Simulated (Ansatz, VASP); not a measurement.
# CaO: VASP beside Ansatz

Contents of POSCAR:

```
CaO
1.0
    0.0000000000      2.4490000000      2.5469600000
    2.4490000000      0.0000000000      2.5469600000
    2.4490000000      2.4490000000      0.0000000000
Ca O
1 1
Direct
    0.0000000000      0.0000000000      0.0000000000
    0.5000000000      0.5000000000      0.5000000000
```

INCAR.step1

```
ALGO = Normal ; EDIFF = 1E-4
ENCUT = 520 ; GGA = PE
ISMEAR = 0 ; LASPH = T
LCHARG = F ; LREAL = F
LWAVE = T ; NBANDS = 15
NELM = 100 ; PREC = Accurate
SIGMA = 0.05
```

File INCAR.step2:

```
ALGO = Normal ; EDIFF = 1E-6
ENCUT = 520 ; ISIF = 2
ISMEAR = 0 ; ISTART = 1
LASPH = T ; LCHARG = F
LMIXTAU = T ; LREAL = F
LWAVE = F ; METAGGA = R2SCAN
NBANDS = 15 ; NELM = 100
PREC = Accurate ; SIGMA = 0.05
```

File KPOINTS:

```
k-points
0
Gamma
  8 8 8
```

Input for Ansatz:

```yaml
crystal:
  lattice:
    - [0.0, 2.449, 2.54696]
    - [2.449, 0.0, 2.54696]
    - [2.449, 2.449, 0.0]
  atoms:
    - { symbol: Ca, position: [0.0, 0.0, 0.0] }
    - { symbol: O, position: [0.5, 0.5, 0.5] }
basis:
  ecutwfc: 500
kpoints:
  mp_grid: { grid: [8, 8, 8] }
hamiltonian:
  xc: r2scan
scf:
  occupations: { method: gaussian, width: 0.05 }
output:
  forces: true
  stress: true
  eigenvalues: true
```

Change from the starting cell: strain +0.000 along x and y, +0.040 along z, atoms carried along.

Alike in both runs: task single point; functional r2SCAN; k mesh 8 × 8 × 8; occupations gaussian, width 0.05 eV; no spin polarisation.

|  | VASP | Ansatz |
| --- | --- | --- |
| version | VASP 6.6.1 | Ansatz 0.2.0 |
| potentials or method | VASP PAW PBE potentials, release 64 (Ca_sv, O), cutoff 520 eV | scalar-relativistic, plane waves, PAW |
| valence electrons in the cell | 16 | 16 |

|  | VASP | Ansatz | Ansatz less VASP |
| --- | --- | --- | --- |
| gap on the k mesh at the Fermi level (eV) | 4.14 | 4.15 | +0.008 |
| least direct gap on the mesh (eV) | 4.56 | 4.57 | +0.011 |
| pressure (GPa) | -8.7 | -9.4 | -0.66 |
| traceless stress, the component that is largest in VASP (GPa) | -2.36 | -2.15 | +0.215 |

VASP's potentials were made for PBE, not for r2SCAN.
